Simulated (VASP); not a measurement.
# Ca3GeN (Pm-3m) in VASP: a series of runs

Ca3GeN is run at these levels: LDA; tasks: single point.

Program: VASP 6.6.1. These are calculated values, not measurements. Logs are shortened: lines on timing, memory, paths and dates and some standing lists are left out, and cuts for length are marked.

### 1 The cell of the first run

The structure is cubic, space group Pm-3m (No. 221). The conventional cell has a = 4.593 Å, b = 4.593 Å, c = 4.593 Å, α = 90.00°, β = 90.00°, γ = 90.00°. Ca (site symmetry 4/mmm) has 2 N at 2.30 Å within 3.0 Å. Ge (site symmetry m-3m) has 12 Ca at 3.25 Å and 8 N at 3.98 Å within 4.3 Å. N (site symmetry m-3m) has 6 Ca at 2.30 Å within 3.0 Å.

### 2 Single point, LDA

INCAR reads:

```
SYSTEM = Ca3GeN
  ALGO = Normal
  EDIFF = 1E-6
  ENCUT = 520
  ISIF = 2
  ISMEAR = -1
  LASPH = .True.
  LCHARG = .False.
  LREAL = .False.
  LWAVE = .False.
  NBANDS = 32
  NELM = 100
  PREC = Accurate
  SIGMA = 0.1
```

KPOINTS reads:

```
k-points
0
Gamma
  5 5 5
  0 0 0
```

POSCAR reads:

```
Ca3GeN
1.0
    4.5931226494      0.0000000000      0.0000000000
    0.0000000000      4.5931226494      0.0000000000
    0.0000000000      0.0000000000      4.5931226494
Ca Ge N
3 1 1
Direct
    0.0000000000      0.5000000000      0.5000000000
    0.5000000000      0.0000000000      0.5000000000
    0.5000000000      0.5000000000      0.0000000000
    0.0000000000      0.0000000000      0.0000000000
    0.5000000000      0.5000000000      0.5000000000
```

Potentials or basis: VASP PAW LDA potentials, release 64 (Ca_sv, Ge_d, N).

The run is started by

```console
> cat potpaw_LDA.64/Ca_sv/POTCAR potpaw_LDA.64/Ge_d/POTCAR potpaw_LDA.64/N/POTCAR > POTCAR
> mpirun -np 1 vasp_std > vasp.out
```

OUTCAR:

```text
SYSTEM = Ca3GeN
   EDIFF = 1E-6
   ENCUT = 520
   ISIF = 2
   ISMEAR = -1
   LASPH = .True.
   LREAL = .False.
   NELM = 100
   PREC = Accurate

 ion  position               nearest neighbor table
   1  0.000  0.500  0.500-   5 2.30   5 2.30
   2  0.500  0.000  0.500-   5 2.30   5 2.30
   3  0.500  0.500  0.000-   5 2.30   5 2.30
   4  0.000  0.000  0.000-
   5  0.500  0.500  0.500-   1 2.30   2 2.30   3 2.30   3 2.30   2 2.30   1 2.30

  LATTYP: Found a simple cubic cell.
 ALAT       =     4.5931226494

  Lattice vectors:

 A1 = (   4.5931226494,   0.0000000000,   0.0000000000)
 A2 = (   0.0000000000,   4.5931226494,   0.0000000000)
 A3 = (   0.0000000000,   0.0000000000,   4.5931226494)

Analysis of symmetry for initial positions (statically):
=====================================================================
 Subroutine PRICEL returns:
 Original cell was already a primitive cell.

 Routine SETGRP: Setting up the symmetry group for a
 simple cubic supercell.

 Subroutine GETGRP returns: Found 48 space group operations
 (whereof 48 operations were pure point group operations)
 out of a pool of 48 trial point group operations.

The static configuration has the point symmetry O_h .

Analysis of symmetry for dynamics (positions and initial velocities):
=====================================================================
 Subroutine PRICEL returns:
 Original cell was already a primitive cell.

 Routine SETGRP: Setting up the symmetry group for a
 simple cubic supercell.

 Subroutine GETGRP returns: Found 48 space group operations
 (whereof 48 operations were pure point group operations)
 out of a pool of 48 trial point group operations.

The dynamic configuration has the point symmetry O_h .

 Subroutine INISYM returns: Found 48 space group operations
 (whereof 48 operations are pure point group operations),
 and found     1 'primitive' translations

----------------------------------------------------------------------------------------

                                     Primitive cell

  volume of cell :      96.9001

  direct lattice vectors                    reciprocal lattice vectors
     4.593122649  0.000000000  0.000000000     0.217716808  0.000000000  0.000000000
[... 75 lines left out ...]
   ENCUT  =  520.0 eV  38.22 Ry    6.18 a.u.   8.54  8.54  8.54*2*pi/ulx,y,z
   NELM   =    100;   NELMIN=  2; NELMDL= -5     # of ELM steps
   EDIFF  = 0.1E-05   stopping-criterion for ELM
   LREAL  =      F    real-space projection
   EDIFFG = 0.1E-04   stopping-criterion for IOM
   NSW    =      0    number of steps for IOM
   IBRION =     -1    ionic relax: 0-MD 1-quasi-New 2-CG
   NFREE  =      0    steps in history (QN), initial steepest desc. (CG)
   ISIF   =      2    stress and relaxation
   ISYM   =      2    0-nonsym 1-usesym 2-fastsym
   POTIM  = 0.5000    time-step for ionic-motion
   TEBEG  =    0.0;   TEEND  =   0.0 temperature during run
   PSTRESS=    0.0 pullay stress
   NELECT =      49.0000    total number of electrons
   NUPDOWN=      -1.0000    fix difference up-down
   EMIN   =  10.00;   EMAX   =-10.00  energy-range for DOS
   EFERMI =   0.00;   METHOD = LEGACY
   ISMEAR =    -1;   SIGMA  =   0.10  broadening in eV -4-tet -1-fermi 0-gaus
   EFERMI_NEDOS =   21; number of points for ismear=-14 and -15
   IALGO  =     38    algorithm
   IMIX   =      4    mixing-type and parameters
     AMIX     =   0.40;   BMIX     =  1.00
     AMIX_MAG =   1.60;   BMIX_MAG =  1.00
  volume/ion in A,a.u.               =      19.38       130.78
  Fermi-wavevector in a.u.,A,eV,Ry     =   1.304264  2.464701 23.144930  1.701104
  Thomas-Fermi vector in A             =   2.435211
   LORBIT       =      0    0 simple, 1 ext, 2 COOP (PROOUT), +10 PAW based schemes
   GGA     = CA    functional components
   LHFCALC =     F    Hartree Fock is set to
   AEXX    =    0.0000 exact exchange contribution
   IVDW    =     0    specifies the selected vdW correction
   LEPSILON=     F    determine dielectric tensor
   LRPA    =     F    only Hartree local field effects (RPA)
 non-spin polarized calculation
  energy-cutoff  :      520.00
  volume of cell :       96.90
 maximum number of plane-waves:      2622
 NGX is ok and might be reduce to    36
   NGX = 17   NGY = 17   NGZ = 17

 number of electron      48.9999990 magnetization

 Free energy of the ion-electron system (eV)
  ---------------------------------------------------
  ext. energy  EPLUGINS =         0.00000000
  ---------------------------------------------------
  free energy    TOTEN  =       -25.21180828 eV

  energy without entropy =      -25.10409201  energy(sigma->0) =      -25.15795015

 E-fermi :   3.5620     XC(G=0): -10.4610

 val. band max:        3.5459170291   @ k =   0.4000   0.2000   0.0000
 cond. band min:       3.5680646134   @ k =   0.2000   0.2000   0.0000
 fundamental gap:      0.0221475843
 Fermi energy:         3.5620394107

 k-point     1 :       0.0000    0.0000    0.0000
  band No.  band energies     occupation
      1     -35.3045      2.00000
      2     -35.1355      2.00000
      3     -35.1355      2.00000
      4     -19.5819      2.00000
      5     -19.5819      2.00000
      6     -19.5819      2.00000
[... 339 lines left out ...]
     31       8.0791      0.00000
     32       8.4590      0.00000

------------------------ aborting loop because EDIFF is reached ----------------------------------------

  FORCE on cell =-STRESS in cart. coord.  units (eV):
  Direction    XX          YY          ZZ          XY          YZ          ZX
  --------------------------------------------------------------------------------------
  -------------------------------------------------------------------------------------
  Total        3.2923038      3.2923038      3.2923038      0.0000000      0.0000000     -0.0000000
  in kB       54.4360192     54.4360192     54.4360192      0.0000000      0.0000000     -0.0000000
  external PRESSURE =      54.4360192 kB  Pullay stress =       0.0000000 kB

 VOLUME and BASIS-vectors are now :
 -----------------------------------------------------------------------------
  energy-cutoff  :      520.00
  volume of cell :       96.90
      direct lattice vectors                 reciprocal lattice vectors
     4.593122649  0.000000000  0.000000000     0.217716808  0.000000000  0.000000000
     0.000000000  4.593122649  0.000000000     0.000000000  0.217716808  0.000000000
     0.000000000  0.000000000  4.593122649     0.000000000  0.000000000  0.217716808

 POSITION                                       TOTAL-FORCE (eV/Angst)
 -----------------------------------------------------------------------------------
      0.00000      2.29656      2.29656         0.000000      0.000000      0.000000
      2.29656      0.00000      2.29656         0.000000      0.000000      0.000000
      2.29656      2.29656      0.00000         0.000000      0.000000      0.000000
      0.00000      0.00000      0.00000         0.000000      0.000000      0.000000
      2.29656      2.29656      2.29656         0.000000      0.000000      0.000000
 -----------------------------------------------------------------------------------
    total drift:                                0.000000      0.000000      0.000000

  FREE ENERGIE OF THE ION-ELECTRON SYSTEM (eV)
  ---------------------------------------------------
  free  energy   TOTEN  =       -25.2118082822 eV

  energy  without entropy=      -25.1040920145  energy(sigma->0) =      -25.15795015
```

OSZICAR:

```text
N       E                     dE             d eps       ncg     rms          rms(c)
DAV:   1     0.556438108311E+03    0.55644E+03   -0.23666E+04   720   0.243E+03
DAV:   2     0.464562831367E+02   -0.50998E+03   -0.49038E+03   648   0.715E+02
DAV:   3    -0.254986590098E+02   -0.71955E+02   -0.70409E+02   992   0.173E+02
DAV:   4    -0.301574492216E+02   -0.46588E+01   -0.46381E+01   872   0.484E+01
DAV:   5    -0.304461674587E+02   -0.28872E+00   -0.28857E+00  1112   0.967E+00    0.122E+01
DAV:   6    -0.255718703092E+02    0.48743E+01   -0.28602E+01   744   0.202E+01    0.584E+00
DAV:   7    -0.253543533672E+02    0.21752E+00   -0.28997E+00   768   0.676E+00    0.284E+00
DAV:   8    -0.252239193753E+02    0.13043E+00   -0.67451E-01   784   0.432E+00    0.724E-01
DAV:   9    -0.252141732424E+02    0.97461E-02   -0.88881E-02   912   0.148E+00    0.428E-01
DAV:  10    -0.252122938533E+02    0.18794E-02   -0.25948E-02   896   0.782E-01    0.177E-01
DAV:  11    -0.252120848785E+02    0.20897E-03   -0.94677E-03   824   0.494E-01    0.135E-01
DAV:  12    -0.252119393468E+02    0.14553E-03   -0.36903E-03   920   0.226E-01    0.680E-02
DAV:  13    -0.252118112748E+02    0.12807E-03   -0.78319E-04   888   0.136E-01    0.138E-02
DAV:  14    -0.252118090663E+02    0.22086E-05   -0.61421E-05   744   0.429E-02    0.730E-03
DAV:  15    -0.252118085705E+02    0.49582E-06   -0.12599E-05   680   0.148E-02    0.341E-03
DAV:  16    -0.252118082822E+02    0.28829E-06   -0.10784E-06   456   0.560E-03
   1 F= -.25211808E+02 E0= -.25157950E+02  d E =-.107716E+00
```

It took 41 s on 1 thread of Intel Xeon 8259CL, shared host; peak memory 0.19 GiB.

Results:

| Property | Result |
| --- | --- |
| Free energy | -25.2118 eV |
| Pressure | 5.4 GPa |
| Band gap on the k mesh | zero (an odd number of electrons rules out a gap without spin polarisation) |

Levels at points of the mesh, in eV from the Fermi level:
```tsv
k point	band 21	band 22	band 23	band 24	band 25	band 26	band 27	band 28	band 29	band 30
(0.00, 0.00, 0.00)	-0.46	-0.46	1.13	1.13	1.30	1.30	1.30	2.08	2.08	2.08
```

Caveat: the cell stands under pressure.

### 3 Single point, LDA

This run uses another cell than the first one, of 19.92 Å³/atom.

INCAR reads:

```
SYSTEM = Ca3GeN
PREC = Accurate
ENCUT = 520
EDIFF = 1E-6
ISMEAR = -1
SIGMA = 0.1
LREAL = .False.
LASPH = .True.
NELM = 80
ALGO = Normal
ISIF = 2
LWAVE = .False.
LCHARG = .False.
GGA = CA
NBANDS = 32
```

KPOINTS reads:

```
regular mesh
0
Gamma
  5 5 5
  0 0 0
```

Changes to POSCAR since step 2:

```diff
@@ -2,5 +2,5 @@
 1.0
-    4.5931226494      0.0000000000      0.0000000000
-    0.0000000000      4.5931226494      0.0000000000
-    0.0000000000      0.0000000000      4.5931226494
+    4.6352637432      0.0000000000      0.0000000000
+    0.0000000000      4.6352637432      0.0000000000
+    0.0000000000      0.0000000000      4.6352637432
 Ca Ge N
```

Potentials or basis: VASP PAW LDA potentials, release 64 (Ca_sv, Ge_d, N).

The run is started by

```console
> cat potpaw_LDA.64/Ca_sv/POTCAR potpaw_LDA.64/Ge_d/POTCAR potpaw_LDA.64/N/POTCAR > POTCAR
> mpirun -np 1 vasp_std > vasp.out
```

It took 42 s on 1 thread of Intel Xeon 8259CL, shared host; peak memory 0.19 GiB.

It converged, with:

```yaml
Free_energy: -25.2850 eV
Pressure: 3.1 GPa
Band_gap_on_the_k_mesh: zero (an odd number of electrons rules out a gap without spin polarisation)
```

Levels at points of the mesh, in eV from the Fermi level:
| k point | band 23 | band 24 | band 25 | band 26 | band 27 | band 28 |
| --- | --- | --- | --- | --- | --- | --- |
| (0.00, 0.00, 0.00) | 1.13 | 1.13 | 1.26 | 1.26 | 1.26 | 2.08 |

Caveat: the cell stands under pressure.

### 4 Single point, LDA

This run uses another cell than the first one, of 20.46 Å³/atom.

INCAR reads:

```
SYSTEM = Ca3GeN
ALGO = Normal
EDIFF = 1E-6
ENCUT = 520
ISIF = 2
ISMEAR = -1
LASPH = .True.
LCHARG = .True.
LELF = .True.
LREAL = .False.
LVHAR = .True.
LWAVE = .False.
NBANDS = 32
NELM = 60
PREC = Accurate
SIGMA = 0.1
```

KPOINTS reads:

```
k-points
0
Gamma
  5 5 5
  0 0 0
```

Changes to POSCAR since step 3:

```diff
@@ -2,5 +2,5 @@
 1.0
-    4.6352637432      0.0000000000      0.0000000000
-    0.0000000000      4.6352637432      0.0000000000
-    0.0000000000      0.0000000000      4.6352637432
+    4.6766522166      0.0000000000      0.0000000000
+    0.0000000000      4.6766522166      0.0000000000
+    0.0000000000      0.0000000000      4.6766522166
 Ca Ge N
```

The run is started by

```console
> cat potpaw_LDA.64/Ca_sv/POTCAR potpaw_LDA.64/Ge_d/POTCAR potpaw_LDA.64/N/POTCAR > POTCAR
> mpirun -np 1 vasp_std > vasp.out
```

Wall time 50 s (1 thread of Intel Xeon 8259CL, shared host); peak memory 0.19 GiB.

Results (log left out):

| Item | Value |
| --- | --- |
| Free energy | -25.3224 eV |
| Pressure | 1.1 GPa |
| Band gap on the k mesh | zero (an odd number of electrons rules out a gap without spin polarisation) |

Levels at points of the mesh, in eV from the Fermi level:
| k point | band 23 | band 24 | band 25 | band 26 | band 27 | band 28 |
| --- | --- | --- | --- | --- | --- | --- |
| (0.00, 0.00, 0.00) | 1.12 | 1.12 | 1.21 | 1.21 | 1.21 | 2.08 |

[end of part 1 of 2]
